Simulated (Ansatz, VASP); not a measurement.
CsAs3 in VASP and in Ansatz

```
CELL_PARAMETERS angstrom
-1.73321 3.36876 5.19755
1.73321 -3.36876 5.19755
1.73321 3.36876 -5.19755
ATOMIC_POSITIONS crystal
Cs 0.50000 0.00000 0.50000
As 0.82121 0.82121 0.00000
As 0.17879 0.17879 0.00000
As 0.00000 0.50000 0.50000
```

Change from the starting cell: species swapped into the TiMo3 type (Immm, No. 71).

Alike in both runs: functional PBE; k mesh 14 × 14 × 14; occupations gaussian, width 0.1 eV; no spin polarisation.

Ansatz relaxed the structure, and its values are those at the end. VASP's run is a single point on that final structure, the one shown.

|  | VASP | Ansatz |
| --- | --- | --- |
| version | VASP 6.6.1 | Ansatz 0.2.0 |
| potentials or method | VASP PAW PBE potentials, release 64 (Cs_sv, As), cutoff 520 eV | scalar-relativistic, plane waves, PAW |
| valence electrons in the cell | 24 | 54 |

|  | VASP | Ansatz | Ansatz less VASP |
| --- | --- | --- | --- |
| gap on the k mesh at the Fermi level (eV) | none | none | - |
| pressure (GPa) | 0.2 | 0.0 | -0.15 |
| rms of the force components (eV/Å) | 0.012 | 0.000 | -0.0113 |

A gap of «none» marks a metal or a gap that the smearing closes. VASP's potentials hold 24 valence electrons a cell and Ansatz's 54, so a difference there can come from the potentials and not from the codes.

Spin-orbit coupling is off throughout.
